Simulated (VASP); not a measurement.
Input of a VASP 6.6.1 run:

Contents of INCAR:

```
ALGO = Normal
EDIFF = 1E-7
ENCUT = 520
GGA = PE
ISIF = 2
ISMEAR = 0
LASPH = T
LCHARG = F
LREAL = F
LWAVE = F
NBANDS = 16
NELM = 80
PREC = Accurate
SIGMA = 0.02
```

File KPOINTS:

```
k-points
0
Gamma
  12 12 12
```

File POSCAR:

```
Te2O
1.0
    1.8832247641      1.0872803245      6.2685241772
   -1.8832247641      1.0872803245      6.2685241772
    0.0000000000     -2.1745606490      6.2685241772
Te O
2 1
Direct
    0.2427929956      0.2427929956      0.2427929956
    0.4707034291      0.4707034291      0.4707034291
    0.9532035753      0.9532035753      0.9532035753
```

Potentials or basis: VASP PAW PBE potentials, release 64 (Te, O).

The run is started by

```bash
$ cat potpaw_PBE.64/Te/POTCAR potpaw_PBE.64/O/POTCAR > POTCAR
$ mpirun -np 1 vasp_std > vasp.out
```

Q: What does it give for the pressure?

A: -0.1 GPa.

Q: Estimate the largest force.

A: 0.035 eV/Å.

Q: Estimate the band gap on the k mesh.

A: 0.86 eV (least direct gap 1.19 eV).

Stress tensor (GPa, compression positive):
```
-0.19  0.00  0.00
 0.00 -0.19  0.00
 0.00  0.00  0.01
```

Caveat: spin-orbit coupling is left out, which moves the levels of the heavy elements. A k mesh can miss the band edges.
